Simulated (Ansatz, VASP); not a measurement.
AgBr: VASP beside Ansatz

Contents of INCAR:

```
PREC = Accurate ; ENCUT = 500
EDIFF = 1E-6 ; ISMEAR = 0
SIGMA = 0.01 ; LREAL = False
LASPH = True ; NELM = 120
ALGO = Normal ; ISIF = 2
LWAVE = False ; LCHARG = False
GGA = PE ; NBANDS = 16
GGA_COMPAT = False
```

Contents of KPOINTS:

```
regular mesh
0
Gamma
  8 8 8
```

The input POSCAR:

```
AgBr
1.0
    0.0000000000      2.8927622981      2.8927622981
    2.8927622981      0.0000000000      2.8927622981
    2.8927622981      2.8927622981      0.0000000000
Ag Br
1 1
Direct
    0.0000000000      0.0000000000      0.0000000000
    0.5000000000      0.5000000000      0.5000000000
```

Input for Ansatz:

```yaml
crystal:
  lattice:
    - [0.0, 2.8927622981, 2.8927622981]
    - [2.8927622981, 0.0, 2.8927622981]
    - [2.8927622981, 2.8927622981, 0.0]
  atoms:
    - { symbol: Ag, position: [0.0, 0.0, 0.0] }
    - { symbol: Br, position: [0.5, 0.5, 0.5] }
kpoints:
  mp_grid: { grid: [8, 8, 8] }
  band_path:
    path:
      - [0.0, 0.0, 0.0]
      - [0.5, 0.0, 0.5]
      - [0.625, 0.25, 0.625]
      - [0.375, 0.375, 0.75]
      - [0.5, 0.5, 0.5]
      - [0.5, 0.25, 0.75]
      - [0.0, 0.0, 0.5]
    npoints: 1
hamiltonian:
  xc: pbe
scf:
  occupations: { method: fixed }
  n_extra_bands: 4
output:
  forces: true
  stress: true
  eigenvalues: true
```

Alike in both runs: task single point; functional PBE; k mesh 8 × 8 × 8; no spin polarisation.

|  | VASP | Ansatz |
| --- | --- | --- |
| version | VASP 6.6.1 | Ansatz 0.2.0 |
| potentials or method | VASP PAW PBE potentials, release 64 (Ag, Br) | plane waves, PAW |
| plane-wave cutoff (eV) | 500 | 420 |
| occupations | gaussian, width 0.01 eV | fixed |
| valence electrons in the cell | 18 | 26 |

```csv
,VASP,Ansatz,Ansatz less VASP
gap on the k mesh at the Fermi level (eV),0.68,0.68,+0.001
pressure (GPa),1.2,1.2,+0.04
```

VASP's potentials hold 18 valence electrons a cell and Ansatz's 26, so a difference there can come from the potentials and not from the codes.
